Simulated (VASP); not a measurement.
# SnTe (I4/mmm) in VASP: further runs

The runs below take SnTe through single point, with r2SCAN.

Program: VASP 6.6.1. These are calculated values, not measurements. Logs are shortened: lines on timing, memory, paths and dates and some standing lists are left out, and cuts for length are marked.

## 1. The cell of the first run

The structure is tetragonal, space group I4/mmm (No. 139). Conventional cell: a = 4.598 Å, b = 4.598 Å, c = 6.313 Å, α = 90.00°, β = 90.00°, γ = 90.00°. Within 4.2 Å of Sn (site symmetry 4/mmm) lie 6 Te at 3.16 to 3.25 Å. Within 4.2 Å of Te (site symmetry 4/mmm) lie 6 Sn at 3.16 to 3.25 Å.

## 2. Single point, r2SCAN (strain +0.0300 x Voigt [1, 1, 0, 0, 0, 0])

POSCAR

```
SnTe
1.0
    0.0000000000      3.2511950000      3.1565000000
    3.2511950000      0.0000000000      3.1565000000
    3.2511950000      3.2511950000      0.0000000000
Sn Te
1 1
Direct
    0.0000000000      0.0000000000      0.0000000000
    0.5000000000      0.5000000000      0.5000000000
```

INCAR.step1

```
PREC = Accurate
ENCUT = 520
ISMEAR = 0
SIGMA = 0.15
LREAL = False
LASPH = True
NELM = 60
NBANDS = 17
GGA = PE
ALGO = Normal
EDIFF = 1E-4
LWAVE = True
LCHARG = False
```

INCAR.step2

```
PREC = Accurate
ENCUT = 520
EDIFF = 1E-7
ISMEAR = 0
SIGMA = 0.15
LREAL = False
LASPH = True
NELM = 60
ALGO = Normal
ISIF = 2
LWAVE = False
LCHARG = True
METAGGA = R2SCAN
LMIXTAU = True
LELF = True
LVHAR = True
NBANDS = 17
ISTART = 1
```

KPOINTS

```
Automatic mesh
0
Gamma
  14 14 14
```

Potentials or basis: VASP PAW PBE potentials, release 64 (Sn_d, Te).

Launch:

```
cat potpaw_PBE.64/Sn_d/POTCAR potpaw_PBE.64/Te/POTCAR > POTCAR
cp INCAR.step1 INCAR
mpirun -np 1 vasp_std > vasp.out
cp INCAR.step2 INCAR
mpirun -np 1 vasp_std > vasp.out
```

OUTCAR:

```text
PREC = Accurate
   ENCUT = 520
   EDIFF = 1E-7
   ISMEAR = 0
   LREAL = False
   LASPH = True
   NELM = 60
   ISIF = 2
   METAGGA = R2SCAN
   ISTART = 1

 ion  position               nearest neighbor table
   1  0.000  0.000  0.000-   2 3.16   2 3.16   2 3.25   2 3.25   2 3.25   2 3.25
   2  0.500  0.500  0.500-   1 3.16   1 3.16   1 3.25   1 3.25   1 3.25   1 3.25

  LATTYP: Found a body centered tetragonal cell.
 ALAT       =     4.5978840629
 C/A-ratio  =     1.3730228761

  Lattice vectors:

 A1 = (   0.0000000000,  -3.2511950000,  -3.1565000000)
 A2 = (   0.0000000000,   3.2511950000,  -3.1565000000)
 A3 = (   3.2511950000,   0.0000000000,   3.1565000000)

Analysis of symmetry for initial positions (statically):
=====================================================================
 Subroutine PRICEL returns:
 Original cell was already a primitive cell.

 Routine SETGRP: Setting up the symmetry group for a
 body centered tetragonal supercell.

 Subroutine GETGRP returns: Found 16 space group operations
 (whereof 16 operations were pure point group operations)
 out of a pool of 16 trial point group operations.

The static configuration has the point symmetry D_4h.

Analysis of symmetry for dynamics (positions and initial velocities):
=====================================================================
 Subroutine PRICEL returns:
 Original cell was already a primitive cell.

 Routine SETGRP: Setting up the symmetry group for a
 body centered tetragonal supercell.

 Subroutine GETGRP returns: Found 16 space group operations
 (whereof 16 operations were pure point group operations)
 out of a pool of 16 trial point group operations.

The dynamic configuration has the point symmetry D_4h.

 Subroutine INISYM returns: Found 16 space group operations
 (whereof 16 operations are pure point group operations),
 and found     1 'primitive' translations

----------------------------------------------------------------------------------------

                                     Primitive cell

  volume of cell :      66.7301

  direct lattice vectors                    reciprocal lattice vectors
     0.000000000  3.251195000  3.156500000    -0.153789607  0.153789607  0.158403295
     3.251195000  0.000000000  3.156500000     0.153789607 -0.153789607  0.158403295
     3.251195000  3.251195000  0.000000000     0.153789607  0.153789607 -0.158403295

  length of vectors
     4.531419334  4.531419334  4.597884063     0.269061499  0.269061499  0.269061499

  position of ions in fractional coordinates (direct lattice)
     0.000000000  0.000000000  0.000000000
     0.500000000  0.500000000  0.500000000

  ion indices of the primitive-cell ions
   primitive index   ion index
                 1           1
                 2           2

----------------------------------------------------------------------------------------

 KPOINTS: Automatic mesh

Automatic generation of k-mesh.
 Grid dimensions read from file:
 generate k-points for:   14   14   14

 Generating k-lattice:

  Cartesian coordinates                     Fractional coordinates (reciprocal lattice)
    -0.010984972  0.010984972  0.011314521     0.071428571  0.000000000  0.000000000
     0.010984972 -0.010984972  0.011314521     0.000000000  0.071428571  0.000000000
     0.010984972  0.010984972 -0.011314521     0.000000000  0.000000000  0.071428571

  Length of vectors
     0.019218678  0.019218678  0.019218678

  Shift w.r.t. Gamma in fractional coordinates (k-lattice)
     0.000000000  0.000000000  0.000000000

 Subroutine IBZKPT returns following result:
 ===========================================

 Found    244 irreducible k-points:

 Following reciprocal coordinates:
            Coordinates               Weight
  0.000000  0.000000  0.000000      1.000000
  0.071429  0.000000  0.000000      8.000000
  0.142857  0.000000  0.000000      8.000000
  0.214286  0.000000  0.000000      8.000000
  0.285714  0.000000  0.000000      8.000000
  0.357143  0.000000  0.000000      8.000000
[... 16 lines left out ...]
  0.214286  0.142857  0.000000      8.000000
  0.285714  0.142857  0.000000      8.000000
 [... further k-points ...]
   k-points           NKPTS =    244   k-points in BZ     NKDIM =    244   number of bands    NBANDS=     17
   number of dos      NEDOS =    301   number of ions     NIONS =      2
   total plane-waves  NPLWV =  46656
   dimension x,y,z NGX =    36 NGY =   36 NGZ =   36
   dimension x,y,z NGXF=    72 NGYF=   72 NGZF=   72
   ions per type =               1   1
   NGX,Y,Z   is equivalent  to a cutoff of  13.21, 13.21, 13.02 a.u.
   NGXF,Y,Z  is equivalent  to a cutoff of  26.41, 26.41, 26.03 a.u.
 SYSTEM =  unknown system
   PREC   = accura    normal or accurate (medium, high low for compatibility)
   ISTART =      1    job   : 0-new  1-cont  2-samecut
   ICHARG =      0    charge: 1-file 2-atom 10-const
   ISPIN  =      1    spin polarized calculation?
   LNONCOLLINEAR =      F non collinear calculations
   LSORBIT =      F    spin-orbit coupling
   LASPH  =      T    aspherical Exc in radial PAW
   ENCUT  =  520.0 eV  38.22 Ry    6.18 a.u.   8.43  8.43  8.55*2*pi/ulx,y,z
   NELM   =     60;   NELMIN=  2; NELMDL=  0     # of ELM steps
   EDIFF  = 0.1E-06   stopping-criterion for ELM
   LREAL  =      F    real-space projection
   EDIFFG = 0.1E-05   stopping-criterion for IOM
   NSW    =      0    number of steps for IOM
   IBRION =     -1    ionic relax: 0-MD 1-quasi-New 2-CG
   NFREE  =      0    steps in history (QN), initial steepest desc. (CG)
   ISIF   =      2    stress and relaxation
   ISYM   =      2    0-nonsym 1-usesym 2-fastsym
   POTIM  = 0.5000    time-step for ionic-motion
   TEBEG  =    0.0;   TEEND  =   0.0 temperature during run
   PSTRESS=    0.0 pullay stress
   NELECT =      20.0000    total number of electrons
   NUPDOWN=      -1.0000    fix difference up-down
   EMIN   =  10.00;   EMAX   =-10.00  energy-range for DOS
   EFERMI =   0.00;   METHOD = LEGACY
   ISMEAR =     0;   SIGMA  =   0.15  broadening in eV -4-tet -1-fermi 0-gaus
   EFERMI_NEDOS =   21; number of points for ismear=-14 and -15
   IALGO  =     38    algorithm
   IMIX   =      4    mixing-type and parameters
     AMIX     =   0.40;   BMIX     =  1.00
     AMIX_MAG =   1.60;   BMIX_MAG =  1.00
  volume/ion in A,a.u.               =      33.37       225.16
  Fermi-wavevector in a.u.,A,eV,Ry     =   1.095580  2.070347 16.331022  1.200296
  Thomas-Fermi vector in A             =   2.231907
   LORBIT       =      0    0 simple, 1 ext, 2 COOP (PROOUT), +10 PAW based schemes
   METAGGA = R2SCAN    functional components
   LHFCALC =     F    Hartree Fock is set to
   AEXX    =    0.0000 exact exchange contribution
   IVDW    =     0    specifies the selected vdW correction
   LEPSILON=     F    determine dielectric tensor
   LRPA    =     F    only Hartree local field effects (RPA)
 non-spin polarized calculation
 Gauss-broadening in eV      SIGMA  =   0.15
  energy-cutoff  :      520.00
  volume of cell :       66.73
 maximum number of plane-waves:      1827
 NGX is ok and might be reduce to    36
   NGX = 17   NGY = 17   NGZ = 17

 number of electron      20.0000004 magnetization

 Free energy of the ion-electron system (eV)
  ---------------------------------------------------
  ext. energy  EPLUGINS =         0.00000000
  ---------------------------------------------------
  free energy    TOTEN  =       -50.66799882 eV

  energy without entropy =      -50.66777035  energy(sigma->0) =      -50.66788458

 E-fermi :   6.2427     XC(G=0):  -9.7580

 val. band max:        6.1672076124   @ k =   0.5000   0.0000   0.0000
 cond. band min:       6.3338955907   @ k =   0.5000   0.0000   0.0000
 fundamental gap:      0.1666879783
 Fermi energy:         6.2427044934

 k-point     1 :       0.0000    0.0000    0.0000
  band No.  band energies     occupation
      1     -16.5238      2.00000
      2     -16.5177      2.00000
      3     -16.5113      2.00000
      4     -16.5069      2.00000
      5     -16.5069      2.00000
      6      -6.7968      2.00000
[... 9 lines left out ...]
     16      11.4533      0.00000
     17      13.0454      0.00000

 k-point     2 :       0.0714    0.0000    0.0000
  band No.  band energies     occupation
      1     -16.5239      2.00000
      2     -16.5175      2.00000
      3     -16.5115      2.00000
      4     -16.5068      2.00000
      5     -16.5067      2.00000
      6      -6.7553      2.00000
[... 9 lines left out ...]
     16      11.5107      0.00000
     17      13.3717      0.00000

 k-point     3 :       0.1429    0.0000    0.0000
  band No.  band energies     occupation
      1     -16.5243      2.00000
      2     -16.5172      2.00000
      3     -16.5121      2.00000
      4     -16.5063      2.00000
      5     -16.5060      2.00000
      6      -6.6331      2.00000
[... 9 lines left out ...]
     16      11.7739      0.00000
     17      14.1918      0.00000

 k-point     4 :       0.2143    0.0000    0.0000
  band No.  band energies     occupation
      1     -16.5248      2.00000
      2     -16.5169      2.00000
      3     -16.5127      2.00000
      4     -16.5057      2.00000
      5     -16.5050      2.00000
      6      -6.4384      2.00000
[... 9 lines left out ...]
     16      12.2297      0.00000
     17      15.2887      0.00000
[... 343 lines left out ...]
      1     -16.5230      2.00000
      2     -16.5182      2.00000
      3     -16.5138      2.00000
      4     -16.5053      2.00000
      5     -16.5053      2.00000
      6      -6.5655      2.00000
[... 9 lines left out ...]
     16      12.3766      0.00000
     17      13.2957      0.00000

 k-point    23 :       0.2143    0.1429    0.0000
  band No.  band energies     occupation
      1     -16.5228      2.00000
      2     -16.5184      2.00000
      3     -16.5151      2.00000
      4     -16.5045      2.00000
      5     -16.5044      2.00000
      6      -6.4163      2.00000
[... 9 lines left out ...]
     16      12.9261      0.00000
     17      13.7626      0.00000

 k-point    24 :       0.2857    0.1429    0.0000
  band No.  band energies     occupation
      1     -16.5231      2.00000
      2     -16.5183      2.00000
      3     -16.5162      2.00000
      4     -16.5036      2.00000
      5     -16.5032      2.00000
      6      -6.2040      2.00000
[... 9 lines left out ...]
     16      13.5968      0.00000
     17      14.7200      0.00000

 [... further k-points ...]

------------------------ aborting loop because EDIFF is reached ----------------------------------------

  FORCE on cell =-STRESS in cart. coord.  units (eV):
  Direction    XX          YY          ZZ          XY          YZ          ZX
  --------------------------------------------------------------------------------------
  -------------------------------------------------------------------------------------
  Total       -0.9799815     -0.9799815      0.4212423      0.0000000     -0.0000000     -0.0000000
  in kB      -23.5291706    -23.5291706     10.1139482      0.0000000     -0.0000000     -0.0000000
  external PRESSURE =     -12.3147977 kB  Pullay stress =       0.0000000 kB

 VOLUME and BASIS-vectors are now :
 -----------------------------------------------------------------------------
  energy-cutoff  :      520.00
  volume of cell :       66.73
      direct lattice vectors                 reciprocal lattice vectors
     0.000000000  3.251195000  3.156500000    -0.153789607  0.153789607  0.158403295
     3.251195000  0.000000000  3.156500000     0.153789607 -0.153789607  0.158403295
     3.251195000  3.251195000  0.000000000     0.153789607  0.153789607 -0.158403295

 POSITION                                       TOTAL-FORCE (eV/Angst)
 -----------------------------------------------------------------------------------
      0.00000      0.00000      0.00000         0.000000      0.000000      0.000000
      3.25120      3.25120      3.15650        -0.000000     -0.000000      0.000000
 -----------------------------------------------------------------------------------
    total drift:                               -0.000000      0.000000      0.000000

  FREE ENERGIE OF THE ION-ELECTRON SYSTEM (eV)
  ---------------------------------------------------
  free  energy   TOTEN  =       -50.6679988192 eV

  energy  without entropy=      -50.6677703463  energy(sigma->0) =      -50.66788458
```

Run time: 18 min. Hardware: 1 thread of Oxide Virtual Turin-like, shared host; peak memory 0.39 GiB.

Results:

```
Free energy            : -50.6680 eV
Pressure               : -1.2 GPa
Band gap on the k mesh : 0.17 eV
```

Stress tensor (GPa, compression positive):
```
-2.35  0.00  0.00
 0.00 -2.35  0.00
 0.00  0.00  1.01
```

Caveat: the cell differs from its parent crystal (strain +0.0300 x Voigt [1, 1, 0, 0, 0, 0]); the PAW data sets were made with another functional, which shifts forces and pressure a little; spin-orbit coupling is left out, which moves the levels of the heavy elements. A k mesh can miss the band edges.

## 3. Single point, r2SCAN (strain +0.0400 x Voigt [1, 1, 0, 0, 0, 0])

POSCAR

```
SnTe
1.0
    0.0000000000      3.2827600000      3.1565000000
    3.2827600000      0.0000000000      3.1565000000
    3.2827600000      3.2827600000      0.0000000000
Sn Te
1 1
Direct
    0.0000000000      0.0000000000      0.0000000000
    0.5000000000      0.5000000000      0.5000000000
```

INCAR.step1

```
SYSTEM = SnTe
ALGO = Normal
EDIFF = 1E-4
ENCUT = 520
GGA = PE
ISMEAR = 0
LASPH = .True.
LCHARG = .False.
LREAL = .False.
LWAVE = .True.
NBANDS = 17
NELM = 80
PREC = Accurate
SIGMA = 0.15
```

INCAR.step2

```
SYSTEM = SnTe
ALGO = Normal
EDIFF = 1E-6
ENCUT = 520
ISIF = 2
ISMEAR = 0
ISTART = 1
LASPH = .True.
LCHARG = .False.
LMIXTAU = .True.
LREAL = .False.
LWAVE = .False.
METAGGA = R2SCAN
NBANDS = 17
NELM = 80
PREC = Accurate
SIGMA = 0.15
```

KPOINTS

```
k-points
0
Gamma
  14 14 14
  0 0 0
```

Potentials or basis: VASP PAW PBE potentials, release 64 (Sn_d, Te).

Launch:

```
cat potpaw_PBE.64/Sn_d/POTCAR potpaw_PBE.64/Te/POTCAR > POTCAR
cp INCAR.step1 INCAR
mpirun -np 1 vasp_std > vasp.out
cp INCAR.step2 INCAR
mpirun -np 1 vasp_std > vasp.out
```

OUTCAR:

```text
SYSTEM = SnTe
   EDIFF = 1E-6
   ENCUT = 520
   ISIF = 2
   ISMEAR = 0
   ISTART = 1
   LASPH = .True.
   LREAL = .False.
   METAGGA = R2SCAN
   NELM = 80
   PREC = Accurate

 ion  position               nearest neighbor table
   1  0.000  0.000  0.000-   2 3.16   2 3.16   2 3.28   2 3.28   2 3.28   2 3.28
   2  0.500  0.500  0.500-   1 3.16   1 3.16   1 3.28   1 3.28   1 3.28   1 3.28

  LATTYP: Found a body centered tetragonal cell.
 ALAT       =     4.6425237140
 C/A-ratio  =     1.3598207331

  Lattice vectors:

 A1 = (   0.0000000000,  -3.2827600000,  -3.1565000000)
 A2 = (   0.0000000000,   3.2827600000,  -3.1565000000)
 A3 = (   3.2827600000,   0.0000000000,   3.1565000000)

Analysis of symmetry for initial positions (statically):
=====================================================================
 Subroutine PRICEL returns:
 Original cell was already a primitive cell.

 Routine SETGRP: Setting up the symmetry group for a
 body centered tetragonal supercell.

 Subroutine GETGRP returns: Found 16 space group operations
 (whereof 16 operations were pure point group operations)
 out of a pool of 16 trial point group operations.

The static configuration has the point symmetry D_4h.
[... 161 lines left out ...]

 E-fermi :   5.9959     XC(G=0):  -9.6659

 val. band max:        5.9071685597   @ k =   0.5000   0.0000   0.0000
 cond. band min:       6.0971917938   @ k =   0.5000   0.0000   0.0000
 fundamental gap:      0.1900232341
 Fermi energy:         5.9959157253

 k-point     1 :       0.0000    0.0000    0.0000
  band No.  band energies     occupation
      1     -16.7545      2.00000
      2     -16.7495      2.00000
      3     -16.7373      2.00000
      4     -16.7347      2.00000
      5     -16.7347      2.00000
      6      -6.8910      2.00000
[... 457 lines left out ...]
      4     -16.7316      2.00000
      5     -16.7313      2.00000
      6      -6.3092      2.00000
[... 9 lines left out ...]
     16      13.3916      0.00000
     17      14.3934      0.00000

 [... further k-points ...]

------------------------ aborting loop because EDIFF is reached ----------------------------------------

  FORCE on cell =-STRESS in cart. coord.  units (eV):
  Direction    XX          YY          ZZ          XY          YZ          ZX
  --------------------------------------------------------------------------------------
  -------------------------------------------------------------------------------------
  Total       -1.3754673     -1.3754673      0.3973602      0.0000000      0.0000000     -0.0000000
  in kB      -32.3926731    -32.3926731      9.3579541      0.0000000      0.0000000     -0.0000000
  external PRESSURE =     -18.4757974 kB  Pullay stress =       0.0000000 kB

 VOLUME and BASIS-vectors are now :
 -----------------------------------------------------------------------------
  energy-cutoff  :      520.00
  volume of cell :       68.03
      direct lattice vectors                 reciprocal lattice vectors
     0.000000000  3.282760000  3.156500000    -0.152310860  0.152310860  0.158403295
     3.282760000  0.000000000  3.156500000     0.152310860 -0.152310860  0.158403295
     3.282760000  3.282760000  0.000000000     0.152310860  0.152310860 -0.158403295

 POSITION                                       TOTAL-FORCE (eV/Angst)
 -----------------------------------------------------------------------------------
      0.00000      0.00000      0.00000         0.000000      0.000000      0.000000
      3.28276      3.28276      3.15650         0.000000      0.000000      0.000000
 -----------------------------------------------------------------------------------
    total drift:                               -0.000000      0.000000      0.000000

  FREE ENERGIE OF THE ION-ELECTRON SYSTEM (eV)
  ---------------------------------------------------
  free  energy   TOTEN  =       -50.6454588735 eV

  energy  without entropy=      -50.6452566850  energy(sigma->0) =      -50.64535778
```

It took 15 min on 1 thread of Oxide Virtual Turin-like, shared host; peak memory 0.4 GiB.

What came out:

```
Free energy            : -50.6455 eV
Pressure               : -1.8 GPa
Band gap on the k mesh : 0.19 eV
```

Caveat: the cell differs from its parent crystal (strain +0.0400 x Voigt [1, 1, 0, 0, 0, 0]); the PAW data sets were made with another functional, which shifts forces and pressure a little; spin-orbit coupling is left out, which moves the levels of the heavy elements. A k mesh can miss the band edges.
